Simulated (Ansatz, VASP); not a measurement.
One calculation of EuO, two programs

File INCAR:

```
SYSTEM = EuO
  ALGO = Normal
  EDIFF = 1E-6
  ENCUT = 600
  GGA = PE
  GGA_COMPAT = .False.
  ISIF = 2
  ISMEAR = 0
  ISPIN = 2
  IVDW = 12
  LASPH = .True.
  LCHARG = .False.
  LDAU = .True.
  LDAUJ = 0 0
  LDAUL = 3 -1
  LDAUPRINT = 1
  LDAUTYPE = 2
  LDAUU = 6 0
  LMAXMIX = 6
  LORBIT = 11
  LREAL = .False.
  LWAVE = .False.
  MAGMOM = 7.45 -0.09
  NBANDS = 22
  NELM = 200
  PREC = Accurate
  SIGMA = 0.05
```

File KPOINTS:

```
k-points
0
Gamma
  8 8 8
  0 0 0
```

File POSCAR:

```
EuO
1.0
    0.0000000000      2.5973593630      2.5973593630
    2.5973593630      0.0000000000      2.5973593630
    2.5973593630      2.5973593630      0.0000000000
Eu O
1 1
Direct
    0.5000000000      0.5000000000      0.5000000000
    0.0000000000      0.0000000000      0.0000000000
```

Input for Ansatz:

```yaml
crystal:
  lattice:
    - [0.0, 2.597359363, 2.597359363]
    - [2.597359363, 0.0, 2.597359363]
    - [2.597359363, 2.597359363, 0.0]
  atoms:
    - { symbol: Eu, position: [0.5, 0.5, 0.5], spin: 7.44 }
    - { symbol: O, position: [0.0, 0.0, 0.0] }
basis:
  ecutwfc: 420
  ecutrho_ratio: 4
kpoints:
  mp_grid: { grid: [8, 8, 8] }
hamiltonian:
  xc: pbe
  dispersion: d3bj
  hubbard:
    sites:
      - { species: Eu, l: f, u_eff: 6.0, starting_ns: start.occupation_matrices }
    ns_hold: { iters: 6 }
scf:
  occupations: { method: gaussian, width: 0.05 }
  lower_state_search: "off"
output:
  forces: true
  stress: true
  eigenvalues: true
  populations: true
  hubbard: { sites: [{ species: Eu, l: f }] }
magnetization:
  spin_polarized: true
```

Alike in both runs: task single point; functional PBE; dispersion D3(BJ); k mesh 8 × 8 × 8; occupations gaussian, width 0.05 eV; collinear spin; Hubbard terms Eu f U = 6.0 eV.

|  | VASP | Ansatz |
| --- | --- | --- |
| version | VASP 6.6.1 | Ansatz 0.2.0 |
| potentials or method | VASP PAW PBE potentials, release 64 (Eu, O), cutoff 600 eV | scalar-relativistic, plane waves, PAW |
| valence electrons in the cell | 23 | 23 |

|  | VASP | Ansatz | Ansatz less VASP |
| --- | --- | --- | --- |
| gap on the k mesh at the Fermi level (eV) | 0.12 | 0.45 | +0.330 |
| least direct gap on the mesh (eV) | 0.28 | 0.67 | +0.395 |
| pressure (GPa) | -3.7 | -3.3 | +0.36 |
| net moment per atom (μB) | 3.50 | 3.50 | 0.000 |
| size of the moment on the site where the two differ most (μB) | 6.73 | 6.77 | +0.039 |

Site moments also hang on the region over which each program counts them. The programs project onto different local orbitals, so the same U acts differently, and such runs can settle in different states.

Spin-orbit coupling is off throughout.
